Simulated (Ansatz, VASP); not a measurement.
**ZnSi3N: VASP beside Ansatz**

The input INCAR:

```
SYSTEM = ZnSi3N
PREC = Accurate ; ENCUT = 600
EDIFF = 1E-6 ; ISMEAR = 0
SIGMA = 0.1 ; LREAL = .FALSE.
LASPH = .TRUE. ; NELM = 100
ALGO = Fast ; ISIF = 3
LWAVE = .FALSE. ; LCHARG = .FALSE.
GGA = PE ; IBRION = 2
NSW = 100 ; EDIFFG = -0.01
```

The input KPOINTS:

```
regular mesh
0
G
  12 12 8
  0 0 0
```

The input POSCAR:

```
ZnSi3N
1.0
    4.2213270907      0.0000000000      0.0000000000
   -2.1106635453      3.6557764982      0.0000000000
    0.0000000000      0.0000000000      4.8230618985
Zn Si N
1 3 1
Direct
    0.6666666667      0.3333333333      0.0000000000
    0.3333333333      0.6666666667      0.5000000000
    0.3333333333      0.6666666667      0.0000000000
    0.0000000000      0.0000000000      0.5000000000
    0.6666666667      0.3333333333      0.5000000000
```

Input for Ansatz:

```yaml
crystal:
  lattice:
    - [4.2213270907, 0.0, 0.0]
    - [-2.1106635453, 3.6557764982, 0.0]
    - [0.0, 0.0, 4.8230618985]
  atoms:
    - { symbol: Zn, position: [0.6666666667, 0.3333333333, 0.0] }
    - { symbol: Si, position: [0.3333333333, 0.6666666667, 0.5] }
    - { symbol: Si, position: [0.3333333333, 0.6666666667, 0.0] }
    - { symbol: Si, position: [0.0, 0.0, 0.5] }
    - { symbol: "N", position: [0.6666666667, 0.3333333333, 0.5] }
basis:
  ecutwfc: 420
kpoints:
  mp_grid: { grid: [12, 12, 8] }
hamiltonian:
  xc: pbe
scf:
  occupations: { method: gaussian, width: 0.1 }
output:
  forces: true
  stress: true
  eigenvalues: true
  write_density: true
  write_potential: true
  elf: true
  volumetric_format: npy
relax:
  adjacent_minimum: "off"
  f_tol: 0.01
  max_steps: 80
  cell: { stress_tol: 0.05 }
```

Alike in both runs: task relaxation of cell and atoms; functional PBE; k mesh 12 × 12 × 8; occupations gaussian, width 0.1 eV; no spin polarisation.

|  | VASP | Ansatz |
| --- | --- | --- |
| version | VASP 6.6.1 | Ansatz 0.2.0 |
| potentials or method | VASP PAW PBE potentials, release 64 (Zn, Si, N), cutoff 600 eV | scalar-relativistic, plane waves, PAW |
| valence electrons in the cell | 29 | 29 |

```csv
,VASP,Ansatz,Ansatz less VASP
"gap on the k mesh at the Fermi level, each at its own relaxed structure (eV)",none,none,-
relaxed volume (Å³/atom),14.89,14.88,-0.006
relaxed length of the cell vector where the two differ most in proportion (Å),4.179,4.178,-0.0011
```

A gap of «none» marks a metal or a gap that the smearing closes.
